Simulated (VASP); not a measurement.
Hg: relaxation of cell and atoms with PBE

Crystal: Hg.

```
Hg
1.0
     4.61505    0.00000    0.00000
    -2.30753    3.99675    0.00000
     0.00000    0.00000    5.24480
Hg
3
Direct
  0.21700 0.00000 0.16667
  0.00000 0.21700 0.83333
  0.78300 0.78300 0.50000
```

```
Program                : VASP 6.6.1
Task                   : relaxation of cell and atoms
Functional             : PBE
Potentials or basis    : VASP PAW PBE potentials, release 64 (Hg)
Cutoff                 : 600 eV
k mesh                 : 6 × 6 × 4
Occupations            : gaussian, width 0.1 eV
Spin                   : no spin polarisation
Dipole correction      : no
Further INCAR settings : ALGO = Normal; EDIFF = 1e-07; IBRION = 2; EDIFFG = -0.04; NSW = 90; ISIF = 3
```

```yaml
Relaxed_volume: 28.94 Å³/atom
Relaxed_cell: a = 4.314 Å, b = 4.314 Å, c = 5.386 Å, α = 90.00°, β = 90.00°, γ = 120.00°
Space_group_after_relaxing_to_0.05_Å: R-3m (No. 166)
Energy_gained_by_relaxing: 740.3 meV/atom
Ionic_steps: 24
Pressure_after_relaxing: 0.0 GPa
Largest_force_after_relaxing: 0.019 eV/Å
Band_gap_on_the_k_mesh: zero (band 18 reaches 5.39 eV, above the bottom of band 19 at 0.02 eV)
```

Forces in eV/Å, atoms in the order of the input:
```
Hg  -0.019  0.000  0.000
Hg   0.009 -0.016  0.000
Hg   0.009  0.016  0.000
```

Stress tensor (GPa, compression positive):
```
 0.07  0.00  0.00
 0.00  0.07  0.00
 0.00  0.00 -0.07
```

Step by step:
| step | energy change (eV) | largest force (eV/Å) | pressure (GPa) | volume (Å³) |
| --- | --- | --- | --- | --- |
| 1 | 0.0000 | 4.5185 | 13.15 | 96.74 |
| 2 | -1.9622 | 0.2084 | 0.17 | 138.12 |
| 3 | -1.9687 | 0.1864 | 0.12 | 139.69 |
| 4 | -1.9702 | 0.1867 | 0.12 | 138.94 |
| 5 | -1.9747 | 0.1865 | 0.09 | 136.71 |
| 6 | -1.9858 | 0.1841 | -0.01 | 132.31 |
| 7 | -2.0116 | 0.1775 | -0.19 | 123.78 |
| 8 | -2.0729 | 0.1666 | -0.07 | 107.77 |
| 9 | -2.1148 | 0.0714 | 2.08 | 79.71 |
| 10 | -2.0942 | 0.1782 | -0.19 | 99.48 |
| 11 | -2.1459 | 0.1832 | -0.32 | 89.26 |
| 12 | -2.1489 | 0.1533 | 0.78 | 84.40 |
| 13 | -2.1648 | 0.0854 | 0.18 | 86.35 |
| 14 | -2.1700 | 0.0350 | -0.31 | 88.21 |
| 15 | -2.1809 | 0.0119 | -0.27 | 87.45 |
| 16 | -2.1958 | 0.0243 | 0.09 | 86.26 |
| 17 | -2.1999 | 0.1160 | 1.09 | 83.75 |
| 18 | -2.2034 | 0.0720 | 0.59 | 84.87 |
| 19 | -2.2078 | 0.0814 | 0.51 | 85.20 |
| 20 | -2.2121 | 0.1048 | 0.32 | 86.02 |
| 21 | -2.2144 | 0.0907 | 0.14 | 86.60 |
| 22 | -2.2164 | 0.0645 | -0.17 | 87.77 |
| 23 | -2.2179 | 0.0546 | -0.13 | 87.53 |
| 24 | -2.2208 | 0.0186 | 0.02 | 86.82 |

Final structure:
```cif
data_structure
_symmetry_space_group_name_H-M 'P 1'
_symmetry_Int_Tables_number 1
_cell_length_a 4.3142
_cell_length_b 4.3142
_cell_length_c 5.3863
_cell_angle_alpha 90.000
_cell_angle_beta 90.000
_cell_angle_gamma 120.000
_cell_volume 86.82
loop_
_atom_site_label
_atom_site_type_symbol
_atom_site_fract_x
_atom_site_fract_y
_atom_site_fract_z
_atom_site_occupancy
Hg1 Hg 0.33525 0.00000 0.16667 1
Hg2 Hg 0.00000 0.33525 0.83333 1
Hg3 Hg 0.66475 0.66475 0.50000 1
```

Levels at points of the mesh, in eV from the Fermi level:
| k point | band 14 | band 15 | band 16 | band 17 | band 18 | band 19 | band 20 | band 21 | band 22 |
| --- | --- | --- | --- | --- | --- | --- | --- | --- | --- |
| (0.00, 0.00, 0.00) | -5.74 | -5.74 | -5.73 | -1.78 | -1.78 | 5.56 | 5.60 | 5.60 | 5.64 |
| (0.50, 0.00, 0.00) | -6.01 | -5.21 | -4.31 | -4.28 | 0.49 | 1.64 | 1.82 | 2.90 | 2.91 |
| (0.00, 0.00, 0.50) | -5.81 | -5.81 | -5.17 | -5.17 | 4.11 | 4.56 | 4.86 | 4.86 | 7.34 |
| (0.50, 0.00, 0.50) | -5.95 | -5.69 | -3.00 | -2.99 | -2.72 | -1.26 | 4.06 | 4.06 | 4.87 |

Wall time 14 min on 1 thread of Intel(R) Xeon(R) Platinum 8488C (Sapphire Rapids) (shared host), peak memory 0.28 GiB.

Caveat: spin-orbit coupling is left out, which moves the levels of the heavy elements.
